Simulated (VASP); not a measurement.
# BaTiO3 in VASP: a series of runs, part 2 of 2

VASP 6.6.1. Earlier steps stand in the parts before.

## Step 3: Single point, LDA

This run uses another cell than the first one, of 12.28 Å³/atom.

INCAR reads:

```
SYSTEM = BaTiO3
ALGO = Normal
EDIFF = 1E-7
ENCUT = 520
ISIF = 2
ISMEAR = -1
LASPH = .True.
LCHARG = .False.
LREAL = .False.
LWAVE = .False.
NBANDS = 51
NELM = 60
PREC = Accurate
SIGMA = 0.05
```

KPOINTS reads:

```
k-points
0
Gamma
  6 6 5
  0 0 0
```

POSCAR reads:

```
BaTiO3
1.0
    3.9441055252     -2.7875483044     -2.7882539858
   -3.9427804670     -2.7879125260      2.7877980719
   -3.9489719016      2.7861682564     -2.7932920486
Ba Ti O
2 2 6
Direct
    0.9961505201      0.4975855569      0.4938830873
    0.9961593956      0.9975970515     -0.0061047527
    0.4876587193      0.2431960608      0.7311876842
    0.4876596189      0.7431975456      0.2311876222
    0.5052625220      0.5044048614      0.0095883071
    0.5052716723      0.0044168216      0.5095849236
    0.5053214349      0.5004231912      0.5095450827
    0.5053513342      1.0004270620      1.0095492150
    0.0093626507      0.0043637148      0.5095773887
    0.0093621320      0.5043881343      0.0095614421
```

Potentials or basis: VASP PAW LDA potentials, release 64 (Ba_sv, Ti_sv, O).

Run with:

```
> cat potpaw_LDA.64/Ba_sv/POTCAR potpaw_LDA.64/Ti_sv/POTCAR potpaw_LDA.64/O/POTCAR > POTCAR
> mpirun -np 1 vasp_std > vasp.out
```

OUTCAR:

```text
SYSTEM = BaTiO3
   EDIFF = 1E-7
   ENCUT = 520
   ISIF = 2
   ISMEAR = -1
   LASPH = .True.
   LREAL = .False.
   NELM = 60
   PREC = Accurate

 ion  position               nearest neighbor table
   1  0.996  0.498  0.494-   8 2.74  10 2.74   5 2.74   9 2.79   6 2.79   7 2.79   6 2.79   7 2.79
                             9 2.79   5 2.84  10 2.84   8 2.84   4 3.36   3 3.40   3 3.40   3 3.40
   2  0.996  0.998  0.994-   7 2.74   9 2.74   6 2.74  10 2.79   5 2.79   8 2.79   5 2.79   8 2.79
                            10 2.79   6 2.84   9 2.84   7 2.84   3 3.36   4 3.40   4 3.40   4 3.40
   3  0.488  0.243  0.731-   6 1.89   9 1.89   7 1.89   8 2.06  10 2.06   5 2.06   2 3.36   1 3.40
                             1 3.40   1 3.40   2 3.43   2 3.43   2 3.44   1 3.48
   4  0.488  0.743  0.231-   5 1.89  10 1.89   8 1.89   7 2.06   9 2.06   6 2.06   1 3.36   2 3.40
                             2 3.40   2 3.40   1 3.43   1 3.43   1 3.44   2 3.48
   5  0.505  0.504  0.010-   4 1.89   3 2.06   1 2.74   2 2.79   2 2.79   1 2.84
   6  0.505  0.004  0.510-   3 1.89   4 2.06   2 2.74   1 2.79   1 2.79   2 2.84
   7  0.505  0.500  0.510-   3 1.89   4 2.06   2 2.74   1 2.79   1 2.79   2 2.84
   8  0.505  0.000  0.010-   4 1.89   3 2.06   1 2.74   2 2.79   2 2.79   1 2.84
   9  0.009  0.004  0.510-   3 1.89   4 2.06   2 2.74   1 2.79   1 2.79   2 2.84
  10  0.009  0.504  0.010-   4 1.89   3 2.06   1 2.74   2 2.79   2 2.79   1 2.84

  LATTYP: Found a triclinic cell.
 ALAT       =     9.6603116270
 B/A-ratio  =     0.5771512578
 C/A-ratio  =     0.8169254552
 COS(alpha) =     0.0000165777
 COS(beta)  =     0.4089300858
 COS(gamma) =     0.8656386662

  Lattice vectors:

 A1 = (   3.9502969598,  -8.3616290868,   2.7928361347)
 A2 = (   0.0013250582,  -5.5754608304,  -0.0004559139)
 A3 = (   7.8917523686,   0.0017442696,   0.0054939767)

Analysis of symmetry for initial positions (statically):
=====================================================================
 Subroutine PRICEL returns:
 Original cell was already a primitive cell.

 Routine SETGRP: Setting up the symmetry group for a
 triclinic supercell.

 Subroutine GETGRP returns: Found  1 space group operations
 (whereof  1 operations were pure point group operations)
 out of a pool of  2 trial point group operations.

The static configuration has the point symmetry C_1 .

Analysis of symmetry for dynamics (positions and initial velocities):
=====================================================================
 Subroutine PRICEL returns:
 Original cell was already a primitive cell.

 Routine SETGRP: Setting up the symmetry group for a
 triclinic supercell.

 Subroutine GETGRP returns: Found  1 space group operations
 (whereof  1 operations were pure point group operations)
 out of a pool of  2 trial point group operations.

The dynamic configuration has the point symmetry C_1 .

 Subroutine INISYM returns: Found  1 space group operations
 (whereof  1 operations are pure point group operations),
 and found     1 'primitive' translations

----------------------------------------------------------------------------------------

                                     Primitive cell

  volume of cell :     122.7944

  direct lattice vectors                    reciprocal lattice vectors
     3.944105525 -2.787548304 -2.788253986     0.000164335 -0.179342686 -0.179117630
    -3.942780467 -2.787912526  2.787798072    -0.126675028 -0.179387490  0.000154798
    -3.948971902  2.786168256 -2.793292049    -0.126589916 -0.000015444 -0.179051456

  length of vectors
[... 85 lines left out ...]
   ions per type =               2   2   6
   NGX,Y,Z   is equivalent  to a cutoff of  12.52, 12.52, 12.51 a.u.
   NGXF,Y,Z  is equivalent  to a cutoff of  25.04, 25.05, 25.02 a.u.
 SYSTEM =  BaTiO3
   PREC   = accura    normal or accurate (medium, high low for compatibility)
   ISTART =      0    job   : 0-new  1-cont  2-samecut
   ICHARG =      2    charge: 1-file 2-atom 10-const
   ISPIN  =      1    spin polarized calculation?
   LNONCOLLINEAR =      F non collinear calculations
   LSORBIT =      F    spin-orbit coupling
   LASPH  =      T    aspherical Exc in radial PAW
   ENCUT  =  520.0 eV  38.22 Ry    6.18 a.u.  10.37 10.37 10.38*2*pi/ulx,y,z
   NELM   =     60;   NELMIN=  2; NELMDL= -5     # of ELM steps
   EDIFF  = 0.1E-06   stopping-criterion for ELM
   LREAL  =      F    real-space projection
   EDIFFG = 0.1E-05   stopping-criterion for IOM
   NSW    =      0    number of steps for IOM
   IBRION =     -1    ionic relax: 0-MD 1-quasi-New 2-CG
   NFREE  =      0    steps in history (QN), initial steepest desc. (CG)
   ISIF   =      2    stress and relaxation
   ISYM   =      2    0-nonsym 1-usesym 2-fastsym
   POTIM  = 0.5000    time-step for ionic-motion
   TEBEG  =    0.0;   TEEND  =   0.0 temperature during run
   PSTRESS=    0.0 pullay stress
   NELECT =      80.0000    total number of electrons
   NUPDOWN=      -1.0000    fix difference up-down
   EMIN   =  10.00;   EMAX   =-10.00  energy-range for DOS
   EFERMI =   0.00;   METHOD = LEGACY
   ISMEAR =    -1;   SIGMA  =   0.05  broadening in eV -4-tet -1-fermi 0-gaus
   EFERMI_NEDOS =   21; number of points for ismear=-14 and -15
   IALGO  =     38    algorithm
   IMIX   =      4    mixing-type and parameters
     AMIX     =   0.40;   BMIX     =  1.00
     AMIX_MAG =   1.60;   BMIX_MAG =  1.00
  volume/ion in A,a.u.               =      12.28        82.87
  Fermi-wavevector in a.u.,A,eV,Ry     =   1.419206  2.681910 27.404102  2.014145
  Thomas-Fermi vector in A             =   2.540251
   LORBIT       =      0    0 simple, 1 ext, 2 COOP (PROOUT), +10 PAW based schemes
   GGA     = CA    functional components
   LHFCALC =     F    Hartree Fock is set to
   AEXX    =    0.0000 exact exchange contribution
   IVDW    =     0    specifies the selected vdW correction
   LEPSILON=     F    determine dielectric tensor
   LRPA    =     F    only Hartree local field effects (RPA)
 non-spin polarized calculation
  energy-cutoff  :      520.00
  volume of cell :      122.79
 maximum number of plane-waves:      3321
 NGX is ok and might be reduce to    42
   NGX = 21   NGY = 21   NGZ = 21

 number of electron      79.9999992 magnetization

 Free energy of the ion-electron system (eV)
  ---------------------------------------------------
  ext. energy  EPLUGINS =         0.00000000
  ---------------------------------------------------
  free energy    TOTEN  =       -88.31802216 eV

  energy without entropy =      -88.31802216  energy(sigma->0) =      -88.31802216

 E-fermi :   4.8772     XC(G=0): -11.9541

 val. band max:        3.8419070669   @ k =   0.0000   0.0000   0.0000
 cond. band min:       5.9021965006   @ k =   0.0000   0.0000   0.0000
 fundamental gap:      2.0602894336
 Fermi energy:         4.8771514323

 k-point     1 :       0.0000    0.0000    0.0000
  band No.  band energies     occupation
      1     -51.7032      2.00000
      2     -51.6990      2.00000
      3     -28.4273      2.00000
      4     -28.4267      2.00000
      5     -28.4198      2.00000
      6     -28.3681      2.00000
[... 1285 lines left out ...]
     50      11.0043      0.00000
     51      11.5454      0.00000

 [... further k-points ...]

------------------------ aborting loop because EDIFF is reached ----------------------------------------

  FORCE on cell =-STRESS in cart. coord.  units (eV):
  Direction    XX          YY          ZZ          XY          YZ          ZX
  --------------------------------------------------------------------------------------
  -------------------------------------------------------------------------------------
  Total        1.8435963      1.8599792      1.8368617      0.0037160     -0.0039758     -0.0138556
  in kB       24.0545887     24.2683467     23.9667182      0.0484845     -0.0518745     -0.1807826
  external PRESSURE =      24.0965512 kB  Pullay stress =       0.0000000 kB

 VOLUME and BASIS-vectors are now :
 -----------------------------------------------------------------------------
  energy-cutoff  :      520.00
  volume of cell :      122.79
      direct lattice vectors                 reciprocal lattice vectors
     3.944105525 -2.787548304 -2.788253986     0.000164335 -0.179342686 -0.179117630
    -3.942780467 -2.787912526  2.787798072    -0.126675028 -0.179387490  0.000154798
    -3.948971902  2.786168256 -2.793292049    -0.126589916 -0.000015444 -0.179051456

 POSITION                                       TOTAL-FORCE (eV/Angst)
 -----------------------------------------------------------------------------------
      0.01672     -2.78800     -2.76991        -0.020141     -0.000817     -0.026930
     -3.92921     -2.78890     -2.77269        -0.019574     -0.000593     -0.026664
     -1.92293     -0.00017     -2.72416        -0.042477     -0.001140     -0.057657
     -1.91984     -2.78722      0.06639        -0.042410     -0.000976     -0.057707
     -0.03381     -2.78797     -0.02940         0.044662      0.000135      0.011771
     -0.03691     -0.00099     -2.81993         0.044650      0.000217      0.011795
     -1.99220     -1.38407     -1.43719         0.009092     -0.023677      0.035827
      1.95377     -1.38328     -1.43453         0.008820     -0.023656      0.035959
     -1.99258      1.38150     -1.43734         0.008654      0.025096      0.036986
     -1.98952     -1.40565      1.35332         0.008723      0.025412      0.036620
 -----------------------------------------------------------------------------------
    total drift:                               -0.000346      0.000001     -0.000607

  FREE ENERGIE OF THE ION-ELECTRON SYSTEM (eV)
  ---------------------------------------------------
  free  energy   TOTEN  =       -88.3180221559 eV

  energy  without entropy=      -88.3180221557  energy(sigma->0) =      -88.31802216
```

Wall time 9.4 min (1 thread of AMD EPYC 9R45 (Zen 5), shared host); peak memory 0.51 GiB.

What came out:

- Free energy: -88.3180 eV
- Pressure: 2.4 GPa
- Largest force: 0.072 eV/Å
- Band gap on the k mesh: 2.06 eV

Forces in eV/Å, atoms in the order of the input:
```
Ba  -0.020 -0.001 -0.027
Ba  -0.020 -0.001 -0.027
Ti  -0.042 -0.001 -0.058
Ti  -0.042 -0.001 -0.058
O    0.045  0.000  0.012
O    0.045  0.000  0.012
O    0.009 -0.024  0.036
O    0.009 -0.024  0.036
O    0.009  0.025  0.037
O    0.009  0.025  0.037
```

Levels at points of the mesh, in eV from the valence-band top:
| k point | band 37 | band 38 | band 39 | band 40 | band 41 | band 42 | band 43 | band 44 |
| --- | --- | --- | --- | --- | --- | --- | --- | --- |
| (0.00, 0.00, 0.00) | -0.23 | -0.01 | -0.01 | 0.00 | 2.06 | 2.07 | 2.17 | 4.48 |
| (0.50, 0.00, 0.00) | -0.85 | -0.83 | -0.77 | -0.10 | 2.26 | 3.81 | 3.86 | 3.86 |
| (0.00, 0.50, 0.00) | -0.70 | -0.70 | -0.63 | -0.63 | 3.35 | 3.35 | 3.48 | 3.48 |
| (0.50, 0.50, 0.00) | -0.71 | -0.71 | -0.63 | -0.63 | 3.35 | 3.35 | 3.48 | 3.48 |

Caveat: spin-orbit coupling is left out, which moves the levels of the heavy elements. A k mesh can miss the band edges.
